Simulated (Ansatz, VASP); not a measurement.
**Ta in VASP and in Ansatz**

Contents of INCAR:

```
PREC     = Accurate       # precision mode
ENCUT    = 520            # plane-wave cutoff, eV
EDIFF    = 1E-7           # SCF threshold, eV
ISMEAR   = -1             # smearing method
SIGMA    = 0.05           # smearing width, eV
LREAL    = F              # projectors in reciprocal space
LASPH    = T              # aspherical terms in the spheres
NELM     = 60             # most SCF steps
ALGO     = Normal         # electronic algorithm
ISIF     = 2              # what is computed and relaxed
LWAVE    = F              # write WAVECAR
LCHARG   = F              # write CHGCAR
GGA      = PE             # functional
NBANDS   = 12             # bands
```

KPOINTS

```
Automatic mesh
0
Gamma
  14 14 14
```

File POSCAR:

```
Ta
1.0
    0.0000000000      2.0971529810      2.0971529810
    2.0971529810      0.0000000000      2.0971529810
    2.0971529810      2.0971529810      0.0000000000
Ta
1
Direct
    0.0000000000      0.0000000000      0.0000000000
```

Input for Ansatz:

```yaml
crystal:
  lattice:
    - [0.0, 2.097152981, 2.097152981]
    - [2.097152981, 0.0, 2.097152981]
    - [2.097152981, 2.097152981, 0.0]
  atoms:
    - { symbol: Ta, position: [0.0, 0.0, 0.0] }
kpoints:
  mp_grid: { grid: [14, 14, 14] }
scf:
  occupations: { method: fermi_dirac, width: 0.05 }
hamiltonian:
  xc: pbe
  pseudopotentials: { kind: all_electron, lapw: { basis_error: 0.001 } }
output:
  forces: true
  stress: true
  eigenvalues: true
```

Change from the starting cell: volume scaled by 0.98.

Alike in both runs: task single point; functional PBE; k mesh 14 × 14 × 14; occupations fermi-dirac, width 0.05 eV; no spin polarisation.

|  | VASP | Ansatz |
| --- | --- | --- |
| version | VASP 6.6.1 | Ansatz 0.2.0 |
| potentials or method | VASP PAW PBE potentials, release 64 (Ta_pv), cutoff 520 eV | all-electron LAPW, scalar-relativistic |

|  | VASP | Ansatz | Ansatz less VASP |
| --- | --- | --- | --- |
| pressure (GPa) | 4.0 | 4.0 | -0.06 |

Ansatz ran all-electron here, and VASP with PAW potentials.

Spin-orbit coupling is off throughout.
